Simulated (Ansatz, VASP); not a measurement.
# One calculation of W, two programs

```
CELL_PARAMETERS angstrom
0.00000 1.86760 2.03000
1.86760 0.00000 2.03000
1.86760 1.86760 0.00000
ATOMIC_POSITIONS crystal
W 0.00000 0.00000 0.00000
```

Change from the starting cell: strain -0.080 along x and y, +0.000 along z, atoms carried along.

Alike in both runs: task single point; functional PBEsol; k mesh 20 × 20 × 20; occupations gaussian, width 0.15 eV; no spin polarisation.

|  | VASP | Ansatz |
| --- | --- | --- |
| version | VASP 6.6.1 | Ansatz 0.2.0 |
| potentials or method | VASP PAW PBE potentials, release 64 (W_sv), cutoff 520 eV | scalar-relativistic, plane waves, PAW |
| valence electrons in the cell | 14 | 14 |

```csv
,VASP,Ansatz,Ansatz less VASP
gap on the k mesh at the Fermi level (eV),none,none,-
pressure (GPa),47.9,46.4,-1.49
"traceless stress, the component that is largest in VASP (GPa)",8.41,8.34,-0.063
```

VASP's potentials were made for PBE, not for PBEsol. A gap of «none» marks a metal or a gap that the smearing closes. Both programs put the cell under a high pressure, so it lies far from rest at this level.

Neither program's run includes spin-orbit coupling.
